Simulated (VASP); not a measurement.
A run of VASP 6.6.1 is set up as follows.

INCAR

```
  ALGO = Normal
  EDIFF = 1E-6
  ENCUT = 500
  GGA = PS
  GGA_COMPAT = F
  ISIF = 2
  ISMEAR = -1
  LASPH = T
  LCHARG = F
  LREAL = F
  LWAVE = F
  NBANDS = 16
  NELM = 120
  PREC = Accurate
  SIGMA = 0.05
```

Contents of KPOINTS:

```
k-points
0
Gamma
  8 8 8
```

The input POSCAR:

```
InAs
1.0
    0.0000000000      2.9127185860      2.9127185860
    2.9127185860      0.0000000000      2.9127185860
    2.9127185860      2.9127185860      0.0000000000
In As
1 1
Direct
    0.0000000000      0.0000000000      0.0000000000
    0.7500000000      0.7500000000      0.7500000000
```

Potentials or basis: VASP PAW PBE potentials, release 64 (In_d, As).

The run is started by

```console
$ cat potpaw_PBE.64/In_d/POTCAR potpaw_PBE.64/As/POTCAR > POTCAR
$ mpirun -np 1 vasp_std > vasp.out
```

Question: Predict the pressure.

Answer: 10.1 GPa.

Question: What does it give for the band gap on the k mesh?

Answer: 0.28 eV, direct.

Caveat: the PAW data sets were made with another functional, which shifts forces and pressure a little; spin-orbit coupling is left out, which moves the levels of the heavy elements.
